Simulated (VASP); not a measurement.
# Ta (Im-3m) in VASP: a series of runs, part 2 of 2

VASP 6.6.1. The steps go on from the part before.

**3. Relaxation of cell and atoms, LDA**

This run uses another cell than the first one, of 17.21 Å³/atom, 1.005 times its volume.

INCAR reads:

```
SYSTEM = Ta
PREC = Accurate
ENCUT = 600
EDIFF = 1E-6
ISMEAR = -1
SIGMA = 0.15
LREAL = .FALSE.
LASPH = .TRUE.
NELM = 80
ALGO = Normal
ISIF = 3
LWAVE = .FALSE.
LCHARG = .FALSE.
IBRION = 2
NSW = 80
EDIFFG = -0.001
```

KPOINTS reads:

```
Automatic mesh
0
G
  16 16 16
  0 0 0
```

POSCAR reads:

```
Ta
1.0
   -1.6263503647      1.6263503647      1.6263503647
    1.6263503647     -1.6263503647      1.6263503647
    1.6263503647      1.6263503647     -1.6263503647
Ta
1
Direct
    0.0000000000      0.0000000000      0.0000000000
```

Potentials or basis: VASP PAW LDA potentials, release 64 (Ta_pv).

Run with:

```bash
$ cat potpaw_LDA.64/Ta_pv/POTCAR > POTCAR
$ mpirun -np 1 vasp_std > vasp.out
```

Run time: 48 s. Hardware: 1 thread of Intel Xeon 6975P-C (Granite Rapids), shared host; peak memory 0.16 GiB.

The run converged. Its results:

* Free energy: -12.8740 eV
* Relaxed volume: 17.32 Å³/atom
* Relaxed cell: a = 2.823 Å, b = 2.823 Å, c = 2.823 Å, α = 109.47°, β = 109.47°, γ = 109.47°
* Space group after relaxing (to 0.05 Å): Im-3m (No. 229)
* Energy gained by relaxing: 0.5 meV/atom
* Ionic steps: 21
* Pressure after relaxing: 0.0 GPa

The path:
```
step  energy change (eV)  largest force (eV/Å)  pressure (GPa)  volume (Å³)
   1              0.0000                0.0000            1.48        17.21
   2              0.0025                0.0000           -3.39        17.61
   3             -0.0005                0.0000           -0.01        17.32
   4             -0.0005                0.0000           -0.06        17.32
   5             -0.0004                0.0000            0.73        17.26
   6             -0.0005                0.0000            0.07        17.32
   7             -0.0005                0.0000            0.08        17.32
   8             -0.0005                0.0000            0.11        17.32
   9             -0.0005                0.0000            0.03        17.32
  10             -0.0005                0.0000            0.03        17.32
  11             -0.0005                0.0000            0.03        17.32
  12             -0.0005                0.0000            0.03        17.32
  13             -0.0005                0.0000            0.03        17.32
  14             -0.0005                0.0000            0.03        17.32
  15             -0.0005                0.0000            0.04        17.32
  16             -0.0005                0.0000            0.04        17.32
  17             -0.0005                0.0000           -0.02        17.32
  18             -0.0005                0.0000           -0.05        17.32
  19             -0.0005                0.0000           -0.04        17.32
  20             -0.0005                0.0000           -0.02        17.32
  21             -0.0005                0.0000           -0.01        17.32
```

Final structure:
```
Ta
1.0
    -1.62998    1.62998    1.62998
     1.62998   -1.62998    1.62998
     1.62998    1.62998   -1.62998
Ta
1
Direct
  0.00000 0.00000 0.00000
```

Levels at points of the mesh, in eV from the Fermi level:
| k point | band 4 | band 5 | band 6 | band 7 | band 8 | band 9 |
| --- | --- | --- | --- | --- | --- | --- |
| (0.00, 0.00, 0.00) | -8.02 | 0.64 | 0.64 | 0.64 | 4.04 | 4.04 |
| (0.50, 0.00, 0.00) | -4.58 | -1.73 | 1.90 | 3.95 | 5.01 | 8.11 |
| (0.50, 0.50, 0.50) | -4.09 | -4.09 | 7.08 | 7.08 | 7.08 | 9.09 |

Caveat: spin-orbit coupling is left out, which moves the levels of the heavy elements.

**4. Single point, LDA**

INCAR reads:

```
SYSTEM = Ta
PREC = Accurate ; ENCUT = 500
EDIFF = 1E-6 ; ISMEAR = 0
SIGMA = 0.1 ; LREAL = .False.
LASPH = .True. ; NELM = 120
ALGO = Normal ; ISIF = 2
LWAVE = .False. ; LCHARG = .False.
GGA = CA ; NBANDS = 12
GGA_COMPAT = .False.
```

KPOINTS reads:

```
Automatic mesh
0
Gamma
  8 8 8
  0 0 0
```

POSCAR reads:

```
Ta
1.0
   -1.6234849723      1.6234849723      1.6234849723
    1.6234849723     -1.6234849723      1.6234849723
    1.6234849723      1.6234849723     -1.6234849723
Ta
1
Direct
    0.0000000000      0.0000000000      0.0000000000
```

Potentials or basis: VASP PAW LDA potentials, release 64 (Ta_sv_GW).

Run with:

```bash
$ cat potpaw_LDA.64/Ta_sv_GW/POTCAR > POTCAR
$ mpirun -np 1 vasp_std > vasp.out
```

OUTCAR:

```text
SYSTEM = Ta
   PREC = Accurate
   ENCUT = 500
   EDIFF = 1E-6
   ISMEAR = 0
   LREAL = .False.
   LASPH = .True.
   NELM = 120
   ISIF = 2
   GGA = CA

 ion  position               nearest neighbor table
   1  0.000  0.000  0.000-

  LATTYP: Found a body centered cubic cell.
 ALAT       =     3.2469699446

  Lattice vectors:

 A1 = (  -1.6234849723,   1.6234849723,   1.6234849723)
 A2 = (   1.6234849723,  -1.6234849723,   1.6234849723)
 A3 = (   1.6234849723,   1.6234849723,  -1.6234849723)

[... 530 lines left out ...]
      4     -22.3431      2.00000
      5       7.9889      2.00000
      6       8.7361      2.00000
      7      12.1690      0.00000
      8      12.9051      0.00000
      9      16.5633      0.00000
     10      16.7792      0.00000
     11      25.6160      0.00000
     12      27.9923      0.00000

 [... further k-points ...]
[... 5 lines left out ...]
  --------------------------------------------------------------------------------------
  -------------------------------------------------------------------------------------
  Total       -0.0579607     -0.0579607     -0.0579607     -0.0000000     -0.0000000     -0.0000000
  in kB       -5.4254917     -5.4254917     -5.4254917     -0.0000000     -0.0000000     -0.0000000
  external PRESSURE =      -5.4254917 kB  Pullay stress =       0.0000000 kB

 VOLUME and BASIS-vectors are now :
 -----------------------------------------------------------------------------
  energy-cutoff  :      500.00
  volume of cell :       17.12
      direct lattice vectors                 reciprocal lattice vectors
    -1.623484972  1.623484972  1.623484972     0.000000000  0.307979445  0.307979445
     1.623484972 -1.623484972  1.623484972     0.307979445  0.000000000  0.307979445
     1.623484972  1.623484972 -1.623484972     0.307979445  0.307979445  0.000000000

 POSITION                                       TOTAL-FORCE (eV/Angst)
 -----------------------------------------------------------------------------------
      0.00000      0.00000      0.00000        -0.000000     -0.000000     -0.000000
 -----------------------------------------------------------------------------------
    total drift:                                0.000000      0.000000      0.000000

  FREE ENERGIE OF THE ION-ELECTRON SYSTEM (eV)
  ---------------------------------------------------
  free  energy   TOTEN  =       -15.3557337179 eV

  energy  without entropy=      -15.3520114531  energy(sigma->0) =      -15.35387259
```

OSZICAR:

```text
N       E                     dE             d eps       ncg     rms          rms(c)
DAV:   1     0.591561795021E+02    0.59156E+02   -0.76829E+03   728   0.102E+03
DAV:   2    -0.143281242075E+02   -0.73484E+02   -0.70821E+02   840   0.266E+02
DAV:   3    -0.160775037346E+02   -0.17494E+01   -0.17430E+01   844   0.370E+01
DAV:   4    -0.160910306614E+02   -0.13527E-01   -0.13525E-01   788   0.386E+00
DAV:   5    -0.160913326605E+02   -0.30200E-03   -0.30199E-03   944   0.392E-01    0.866E+01
DAV:   6    -0.155038859307E+02    0.58745E+00   -0.57149E-01   752   0.668E+00    0.566E+01
DAV:   7    -0.153996940121E+02    0.10419E+00   -0.86090E-01   772   0.777E+00    0.111E+01
DAV:   8    -0.153556140558E+02    0.44080E-01   -0.13519E-01   724   0.346E+00    0.120E+00
DAV:   9    -0.153557317292E+02   -0.11767E-03   -0.15804E-03   804   0.461E-01    0.189E+00
DAV:  10    -0.153557338163E+02   -0.20871E-05   -0.45781E-05   780   0.881E-02    0.869E-01
DAV:  11    -0.153557337179E+02    0.98388E-07   -0.14201E-06   684   0.128E-02
   1 F= -.15355734E+02 E0= -.15353873E+02  d E =-.372226E-02
```

stdout:

```text
POSCAR found type information on POSCAR Ta
 POSCAR found :  1 types and       1 ions
 scaLAPACK will be used
 LDA part: xc-table for (Slater(with rela. corr.)+CA(PZ))
 , standard interpolation
 POSCAR, INCAR and KPOINTS ok, starting setup
 FFT: planning ... GRIDC
 FFT: planning ... GRID_SOFT
 FFT: planning ... GRID
 WAVECAR not read
 entering main loop
```

It took 2.9 s on 1 thread of Intel Xeon 6975P-C (Granite Rapids), shared host; peak memory 0.13 GiB.

What came out:

- Free energy: -15.3557 eV
- Pressure: -0.5 GPa

Caveat: spin-orbit coupling is left out, which moves the levels of the heavy elements.

**5. Overview**

| task | potentials or basis | cell | k mesh | cutoff (eV) | smearing | second run | gap on the mesh (eV) | pressure (GPa) | relaxed volume (Å³/atom) |
| --- | --- | --- | --- | --- | --- | --- | --- | --- | --- |
| relaxation of cell and atoms | VASP PAW LDA potentials, release 64 (Ta_pv) | relaxed from a = 2.812 Å, angles 109.5°, 1 atom | 16 × 16 × 16 | 600 | gaussian 0.1 eV | - | none | 0.0 | 17.27 |
| relaxation of cell and atoms | VASP PAW LDA potentials, release 64 (Ta_pv) | relaxed from a = 2.817 Å, angles 109.5°, 1 atom | 16 × 16 × 16 | 600 | fermi-dirac 0.15 eV | - | none | 0.0 | 17.32 |
| single point | VASP PAW LDA potentials, release 64 (Ta_sv_GW) | a = 2.812 Å, angles 109.5°, 1 atom | 8 × 8 × 8 | 500 | gaussian 0.1 eV | valence_matched | none | -0.5 | - |

Alike in all rows: level LDA; no spin polarisation.

Caveats: spin-orbit coupling is left out, which moves the levels of the heavy elements.

Total energies depend on the potentials used, so only differences within one code and one set of settings carry meaning.
